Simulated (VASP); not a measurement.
A run of VASP 6.6.1 is set up as follows.

INCAR

```
ALGO = Normal
EDIFF = 1E-6
ENCUT = 520
GGA = PE
ISIF = 2
ISMEAR = -1
LASPH = T
LCHARG = F
LREAL = F
LWAVE = F
NBANDS = 21
NELM = 80
PREC = Accurate
SIGMA = 0.05
```

KPOINTS

```
k-points
0
Gamma
  13 13 7
```

Contents of POSCAR:

```
Sn
1.0
    3.3087254370      0.0000000000      0.0000000000
   -1.6543627185      2.8654402826      0.0000000000
    0.0000000000      0.0000000000      5.2638457448
Sn
2
Direct
    0.3333333333      0.6666666667      0.2500000000
    0.6666666667      0.3333333333      0.7500000000
```

Potentials or basis: VASP PAW PBE potentials, release 64 (Sn_d).

Command:

```console
$ cat potpaw_PBE.64/Sn_d/POTCAR > POTCAR
$ mpirun -np 1 vasp_std > vasp.out
```

Estimate the pressure.

6.4 GPa.

Estimate the band gap on the k mesh.

zero (band 14 reaches 15.20 eV, above the bottom of band 15 at 6.97 eV).

Caveat: spin-orbit coupling is left out, which moves the levels of the heavy elements.
